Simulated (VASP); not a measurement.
# PIr2 in VASP: further runs

PIr2 is run at these levels: LDA; tasks: single point.

All numbers are computed with VASP 6.6.1; they aren't measurements. Logs are shortened: lines on timing, memory, paths and dates and some standing lists are left out, and cuts for length are marked.

## (1) The cell of the first run

Symmetry: I4/mmm, No. 139, tetragonal system. Conventional cell: a = 3.992 Å, b = 3.992 Å, c = 5.535 Å, α = 90.00°, β = 90.00°, γ = 90.00°. P (site symmetry 4/mmm) has 8 Ir at 2.43 Å within 3.2 Å. Within 3.2 Å of Ir (site symmetry -4m2) lie 4 P at 2.43 Å and 6 Ir at 2.77 to 2.82 Å.

## (2) Single point, LDA (equal xx and yy strain of +2 %)

INCAR

```
SYSTEM = PIr2
ALGO     = Normal         ! electronic algorithm
EDIFF    = 1E-6           ! SCF threshold, eV
ENCUT    = 520            ! plane-wave cutoff, eV
GGA      = CA             ! functional
ISIF     = 2              ! what is computed and relaxed
ISMEAR   = -1             ! smearing method
LASPH    = .TRUE.         ! aspherical terms in the spheres
LCHARG   = .FALSE.        ! write CHGCAR
LREAL    = .FALSE.        ! projectors in reciprocal space
LWAVE    = .FALSE.        ! write WAVECAR
NBANDS   = 18             ! bands
NELM     = 100            ! most SCF steps
PREC     = Accurate       ! precision mode
SIGMA    = 0.05           ! smearing width, eV
```

KPOINTS

```
k-points
0
G
  11 11 11
  0 0 0
```

POSCAR

```
PIr2
1.0
    0.0000000000      2.8228500000      2.7675000000
    2.8228500000      0.0000000000      2.7675000000
    2.8228500000      2.8228500000      0.0000000000
P Ir
1 2
Direct
    0.0000000000      0.0000000000      0.0000000000
    0.2500000000      0.2500000000      0.2500000000
    0.7500000000      0.7500000000      0.7500000000
```

Potentials or basis: VASP PAW LDA potentials, release 64 (P, Ir).

Started as:

```console
> cat potpaw_LDA.64/P/POTCAR potpaw_LDA.64/Ir/POTCAR > POTCAR
> mpirun -np 1 vasp_std > vasp.out
```

OUTCAR:

```text
SYSTEM = PIr2
   EDIFF = 1E-6
   ENCUT = 520
   GGA = CA
   ISIF = 2
   ISMEAR = -1
   LASPH = .TRUE.
   LREAL = .FALSE.
   NELM = 100
   PREC = Accurate

 ion  position               nearest neighbor table
   1  0.000  0.000  0.000-   2 2.43   3 2.43   3 2.43   3 2.43   3 2.43   2 2.43   2 2.43   2 2.43

   2  0.250  0.250  0.250-   1 2.43   1 2.43   1 2.43   1 2.43   3 2.77   3 2.77   3 2.82   3 2.82
                             3 2.82   3 2.82
   3  0.750  0.750  0.750-   1 2.43   1 2.43   1 2.43   1 2.43   2 2.77   2 2.77   2 2.82   2 2.82
                             2 2.82   2 2.82

  LATTYP: Found a body centered tetragonal cell.
 ALAT       =     3.9921127545
 C/A-ratio  =     1.3864838847

  Lattice vectors:

 A1 = (   0.0000000000,  -2.8228500000,  -2.7675000000)
 A2 = (   0.0000000000,   2.8228500000,  -2.7675000000)
 A3 = (   2.8228500000,   0.0000000000,   2.7675000000)

Analysis of symmetry for initial positions (statically):
=====================================================================
 Subroutine PRICEL returns:
 Original cell was already a primitive cell.

 Routine SETGRP: Setting up the symmetry group for a
 body centered tetragonal supercell.

 Subroutine GETGRP returns: Found 16 space group operations
 (whereof 16 operations were pure point group operations)
 out of a pool of 16 trial point group operations.

The static configuration has the point symmetry D_4h.

Analysis of symmetry for dynamics (positions and initial velocities):
=====================================================================
 Subroutine PRICEL returns:
 Original cell was already a primitive cell.

 Routine SETGRP: Setting up the symmetry group for a
 body centered tetragonal supercell.

 Subroutine GETGRP returns: Found 16 space group operations
 (whereof 16 operations were pure point group operations)
 out of a pool of 16 trial point group operations.

The dynamic configuration has the point symmetry D_4h.

 Subroutine INISYM returns: Found 16 space group operations
 (whereof 16 operations are pure point group operations),
 and found     1 'primitive' translations

----------------------------------------------------------------------------------------

                                     Primitive cell

  volume of cell :      44.1055

  direct lattice vectors                    reciprocal lattice vectors
     0.000000000  2.822850000  2.767500000    -0.177125954  0.177125954  0.180668473
     2.822850000  0.000000000  2.767500000     0.177125954 -0.177125954  0.180668473
     2.822850000  2.822850000  0.000000000     0.177125954  0.177125954 -0.180668473

  length of vectors
     3.953168144  3.953168144  3.992112755     0.308849971  0.308849971  0.308849971

  position of ions in fractional coordinates (direct lattice)
     0.000000000  0.000000000  0.000000000
     0.250000000  0.250000000  0.250000000
     0.750000000  0.750000000  0.750000000

  ion indices of the primitive-cell ions
   primitive index   ion index
                 1           1
                 2           2
                 3           3

----------------------------------------------------------------------------------------

 KPOINTS: k-points

Automatic generation of k-mesh.
 Grid dimensions read from file:
 generate k-points for:   11   11   11

 Generating k-lattice:

  Cartesian coordinates                     Fractional coordinates (reciprocal lattice)
    -0.016102359  0.016102359  0.016424407     0.090909091  0.000000000  0.000000000
     0.016102359 -0.016102359  0.016424407     0.000000000  0.090909091  0.000000000
     0.016102359  0.016102359 -0.016424407     0.000000000  0.000000000  0.090909091

  Length of vectors
     0.028077270  0.028077270  0.028077270

  Shift w.r.t. Gamma in fractional coordinates (k-lattice)
     0.000000000  0.000000000  0.000000000

 Subroutine IBZKPT returns following result:
 ===========================================

 Found    126 irreducible k-points:

 Following reciprocal coordinates:
            Coordinates               Weight
  0.000000  0.000000  0.000000      1.000000
  0.090909  0.000000  0.000000      8.000000
  0.181818 -0.000000  0.000000      8.000000
  0.272727 -0.000000  0.000000      8.000000
  0.363636 -0.000000  0.000000      8.000000
  0.454545 -0.000000  0.000000      8.000000
[... 16 lines left out ...]
 -0.272727  0.181818  0.000000      8.000000
 -0.181818  0.181818  0.000000      4.000000
 [... further k-points ...]
   k-points           NKPTS =    126   k-points in BZ     NKDIM =    126   number of bands    NBANDS=     18
   number of dos      NEDOS =    301   number of ions     NIONS =      3
   total plane-waves  NPLWV =  27000
   dimension x,y,z NGX =    30 NGY =   30 NGZ =   30
   dimension x,y,z NGXF=    60 NGYF=   60 NGZF=   60
   ions per type =               1   2
   NGX,Y,Z   is equivalent  to a cutoff of  12.62, 12.62, 12.49 a.u.
   NGXF,Y,Z  is equivalent  to a cutoff of  25.23, 25.23, 24.99 a.u.
 SYSTEM =  PIr2
   PREC   = accura    normal or accurate (medium, high low for compatibility)
   ISTART =      0    job   : 0-new  1-cont  2-samecut
   ICHARG =      2    charge: 1-file 2-atom 10-const
   ISPIN  =      1    spin polarized calculation?
   LNONCOLLINEAR =      F non collinear calculations
   LSORBIT =      F    spin-orbit coupling
   LASPH  =      T    aspherical Exc in radial PAW
   ENCUT  =  520.0 eV  38.22 Ry    6.18 a.u.   7.35  7.35  7.42*2*pi/ulx,y,z
   NELM   =    100;   NELMIN=  2; NELMDL= -5     # of ELM steps
   EDIFF  = 0.1E-05   stopping-criterion for ELM
   LREAL  =      F    real-space projection
   EDIFFG = 0.1E-04   stopping-criterion for IOM
   NSW    =      0    number of steps for IOM
   IBRION =     -1    ionic relax: 0-MD 1-quasi-New 2-CG
   NFREE  =      0    steps in history (QN), initial steepest desc. (CG)
   ISIF   =      2    stress and relaxation
   ISYM   =      2    0-nonsym 1-usesym 2-fastsym
   POTIM  = 0.5000    time-step for ionic-motion
   TEBEG  =    0.0;   TEEND  =   0.0 temperature during run
   PSTRESS=    0.0 pullay stress
   NELECT =      23.0000    total number of electrons
   NUPDOWN=      -1.0000    fix difference up-down
   EMIN   =  10.00;   EMAX   =-10.00  energy-range for DOS
   EFERMI =   0.00;   METHOD = LEGACY
   ISMEAR =    -1;   SIGMA  =   0.05  broadening in eV -4-tet -1-fermi 0-gaus
   EFERMI_NEDOS =   21; number of points for ismear=-14 and -15
   IALGO  =     38    algorithm
   IMIX   =      4    mixing-type and parameters
     AMIX     =   0.40;   BMIX     =  1.00
     AMIX_MAG =   1.60;   BMIX_MAG =  1.00
  volume/ion in A,a.u.               =      14.70        99.21
  Fermi-wavevector in a.u.,A,eV,Ry     =   1.317710  2.490110 23.624592  1.736359
  Thomas-Fermi vector in A             =   2.447731
   LORBIT       =      0    0 simple, 1 ext, 2 COOP (PROOUT), +10 PAW based schemes
   GGA     = CA    functional components
   LHFCALC =     F    Hartree Fock is set to
   AEXX    =    0.0000 exact exchange contribution
   IVDW    =     0    specifies the selected vdW correction
   LEPSILON=     F    determine dielectric tensor
   LRPA    =     F    only Hartree local field effects (RPA)
 non-spin polarized calculation
  energy-cutoff  :      520.00
  volume of cell :       44.11
 maximum number of plane-waves:      1219
 NGX is ok and might be reduce to    30
   NGX = 15   NGY = 15   NGZ = 15

 number of electron      22.9999999 magnetization

 Free energy of the ion-electron system (eV)
  ---------------------------------------------------
  ext. energy  EPLUGINS =         0.00000000
  ---------------------------------------------------
  free energy    TOTEN  =       -27.93035819 eV

  energy without entropy =      -27.92447156  energy(sigma->0) =      -27.92741487

 E-fermi :   9.3042     XC(G=0): -12.9187

 val. band max:        9.2961204248   @ k =  -0.0909   0.2727   0.1818
 cond. band min:       9.3732827944   @ k =   0.2727  -0.0000   0.0909
 fundamental gap:      0.0771623697
 Fermi energy:         9.3042229848

 k-point     1 :       0.0000    0.0000    0.0000
  band No.  band energies     occupation
      1      -4.8514      2.00000
      2       1.9885      2.00000
      3       1.9885      2.00000
      4       2.0822      2.00000
      5       3.5884      2.00000
      6       3.6246      2.00000
[... 10 lines left out ...]
     17      14.1484      0.00000
     18      14.2621      0.00000

 k-point     2 :       0.0909    0.0000    0.0000
  band No.  band energies     occupation
      1      -4.7522      2.00000
      2       1.9592      2.00000
      3       2.0546      2.00000
      4       2.1280      2.00000
      5       3.6787      2.00000
      6       3.7119      2.00000
[... 10 lines left out ...]
     17      14.6542      0.00000
     18      14.8041      0.00000

 k-point     3 :       0.1818   -0.0000    0.0000
  band No.  band energies     occupation
      1      -4.4729      2.00000
      2       1.8583      2.00000
      3       2.2436      2.00000
      4       2.3103      2.00000
      5       3.9474      2.00000
      6       3.9718      2.00000
[... 10 lines left out ...]
     17      15.5860      0.00000
     18      15.8013      0.00000

 k-point     4 :       0.2727   -0.0000    0.0000
  band No.  band energies     occupation
      1      -4.0726      2.00000
      2       1.7692      2.00000
      3       2.5242      2.00000
      4       2.5940      2.00000
      5       4.3857      2.00000
      6       4.3963      2.00000
[... 375 lines left out ...]
      4       3.1013      2.00000
      5       4.8946      2.00000
      6       5.6852      2.00000
[... 10 lines left out ...]
     17      17.3652      0.00000
     18      18.4103      0.00000

 k-point    23 :      -0.2727    0.1818    0.0000
  band No.  band energies     occupation
      1      -3.5882      2.00000
      2       1.7271      2.00000
      3       2.7753      2.00000
      4       2.9674      2.00000
      5       4.5156      2.00000
      6       5.2448      2.00000
[... 10 lines left out ...]
     17      16.6394      0.00000
     18      18.7112      0.00000

 k-point    24 :      -0.1818    0.1818    0.0000
  band No.  band energies     occupation
      1      -3.9554      2.00000
      2       1.6626      2.00000
      3       2.4831      2.00000
      4       2.9022      2.00000
      5       4.1861      2.00000
      6       4.6893      2.00000
[... 10 lines left out ...]
     17      16.0786      0.00000
     18      18.0067      0.00000

 [... further k-points ...]
[... 5 lines left out ...]
  --------------------------------------------------------------------------------------
  -------------------------------------------------------------------------------------
  Total       -4.5544247     -4.5544247     -2.1615322      0.0000000      0.0000000      0.0000000
  in kB     -165.4439458   -165.4439458    -78.5197789      0.0000000      0.0000000      0.0000000
  external PRESSURE =    -136.4692235 kB  Pullay stress =       0.0000000 kB

 VOLUME and BASIS-vectors are now :
 -----------------------------------------------------------------------------
  energy-cutoff  :      520.00
  volume of cell :       44.11
      direct lattice vectors                 reciprocal lattice vectors
     0.000000000  2.822850000  2.767500000    -0.177125954  0.177125954  0.180668473
     2.822850000  0.000000000  2.767500000     0.177125954 -0.177125954  0.180668473
     2.822850000  2.822850000  0.000000000     0.177125954  0.177125954 -0.180668473

 POSITION                                       TOTAL-FORCE (eV/Angst)
 -----------------------------------------------------------------------------------
      0.00000      0.00000      0.00000        -0.000000      0.000000      0.000000
      1.41142      1.41142      1.38375        -0.000000     -0.000000     -0.000000
      4.23428      4.23428      4.15125         0.000000     -0.000000      0.000000
 -----------------------------------------------------------------------------------
    total drift:                               -0.000000      0.000000      0.000000

  FREE ENERGIE OF THE ION-ELECTRON SYSTEM (eV)
  ---------------------------------------------------
  free  energy   TOTEN  =       -27.9303581851 eV

  energy  without entropy=      -27.9244715580  energy(sigma->0) =      -27.92741487
```

Wall time 40 s (1 thread of Intel Xeon 6975P-C (Granite Rapids), shared host); peak memory 0.22 GiB.

What came out:

```
Free energy : -27.9304 eV
Pressure    : -13.6 GPa
```

Caveat: the cell differs from its parent crystal (equal xx and yy strain of +2 %); spin-orbit coupling is left out, which moves the levels of the heavy elements.

## (3) Single point, LDA (equal xy, yz and zx shear strains of -2 %)

INCAR

```
ALGO = Normal
EDIFF = 1E-6
ENCUT = 520
GGA = CA
ISIF = 2
ISMEAR = -1
LASPH = T
LCHARG = F
LREAL = F
LWAVE = F
NBANDS = 18
NELM = 80
PREC = Accurate
SIGMA = 0.05
```

KPOINTS

```
k-points
0
Gamma
  11 11 11
```

POSCAR

```
PIr2
1.0
   -0.0553500000      2.7398250000      2.7398250000
    2.7398250000     -0.0553500000      2.7398250000
    2.7398250000      2.7398250000     -0.0553500000
P Ir
1 2
Direct
    0.0000000000      0.0000000000      0.0000000000
    0.2500000000      0.2500000000      0.2500000000
    0.7500000000      0.7500000000      0.7500000000
```

Potentials or basis: VASP PAW LDA potentials, release 64 (P, Ir).

Started as:

```console
> cat potpaw_LDA.64/P/POTCAR potpaw_LDA.64/Ir/POTCAR > POTCAR
> mpirun -np 1 vasp_std > vasp.out
```

It took 43 s on 1 thread of Intel Xeon 6975P-C (Granite Rapids), shared host; peak memory 0.23 GiB.

It converged, with:

```yaml
Free_energy: -28.0271 eV
Pressure: -2.7 GPa
Largest_force: 0.130 eV/Å
```

Forces on the atoms (eV/Å):
```
P    0.000  0.000  0.000
Ir   0.075  0.075  0.075
Ir  -0.075 -0.075 -0.075
```

Stress tensor (GPa, compression positive):
```
-2.67  1.34  1.34
 1.34 -2.67  1.34
 1.34  1.34 -2.67
```

Levels at points of the mesh, in eV from the Fermi level:
```tsv
k point	band 10	band 11	band 12	band 13	band 14	band 15
(0.00, 0.00, 0.00)	0.39	1.54	1.54	4.32	4.32	4.48
```

Caveat: the cell differs from its parent crystal (equal xy, yz and zx shear strains of -2 %); spin-orbit coupling is left out, which moves the levels of the heavy elements.

## (4) Single point, LDA (equal xy, yz and zx shear strains of -1 %)

INCAR

```
SYSTEM = PIr2
PREC = Accurate ; ENCUT = 520
EDIFF = 1E-7 ; ISMEAR = -1
SIGMA = 0.05 ; LREAL = .FALSE.
LASPH = .TRUE. ; NELM = 80
ALGO = Normal ; ISIF = 2
LWAVE = .FALSE. ; LCHARG = .FALSE.
GGA = CA ; NBANDS = 18
```

KPOINTS

```
regular mesh
0
G
  11 11 11
  0 0 0
```

POSCAR

```
PIr2
1.0
   -0.0276750000      2.7536625000      2.7536625000
    2.7536625000     -0.0276750000      2.7536625000
    2.7536625000      2.7536625000     -0.0276750000
P Ir
1 2
Direct
    0.0000000000      0.0000000000      0.0000000000
    0.2500000000      0.2500000000      0.2500000000
    0.7500000000      0.7500000000      0.7500000000
```

Started as:

```console
> cat potpaw_LDA.64/P/POTCAR potpaw_LDA.64/Ir/POTCAR > POTCAR
> mpirun -np 1 vasp_std > vasp.out
```

It took 45 s on 1 thread of Intel Xeon 6975P-C (Granite Rapids), shared host; peak memory 0.22 GiB.

Results (log left out):

| Property | Result |
| --- | --- |
| Free energy | -28.0346 eV |
| Pressure | -2.9 GPa |
| Largest force | 0.058 eV/Å |

Forces on the atoms (eV/Å):
```
P    0.000  0.000  0.000
Ir   0.034  0.034  0.034
Ir  -0.034 -0.034 -0.034
```

Stress tensor (GPa, compression positive):
```
-2.88  0.60  0.60
 0.60 -2.88  0.60
 0.60  0.60 -2.88
```

Levels at points of the mesh, in eV from the Fermi level:
```
           k point  band 10  band 11  band 12  band 13  band 14  band 15
(0.00, 0.00, 0.00)     0.36     1.54     1.54     4.33     4.33     4.41
```

Caveat: the cell differs from its parent crystal (equal xy, yz and zx shear strains of -1 %); spin-orbit coupling is left out, which moves the levels of the heavy elements.

## (5) The runs side by side

| cell | gap on the mesh (eV) | pressure (GPa) | largest force (eV/Å) |
| --- | --- | --- | --- |
| a = 3.953, b = 3.953, c = 3.992 Å, angles 59.7, 59.7, 60.7°, 3 atoms | none | -13.6 | - |
| a = 3.875 Å, angles 61.3°, 3 atoms | none | -2.7 | 0.13 |
| a = 3.894 Å, angles 60.7°, 3 atoms | none | -2.9 | 0.06 |

Alike in all rows: task single point; level LDA; potentials or basis VASP PAW LDA potentials, release 64 (P, Ir); no spin polarisation; k mesh 11 × 11 × 11; cutoff (eV) 520; smearing fermi-dirac 0.05 eV.

Caveats: spin-orbit coupling is left out, which moves the levels of the heavy elements.

Total energies depend on the potentials used, so only differences within one code and one set of settings carry meaning.
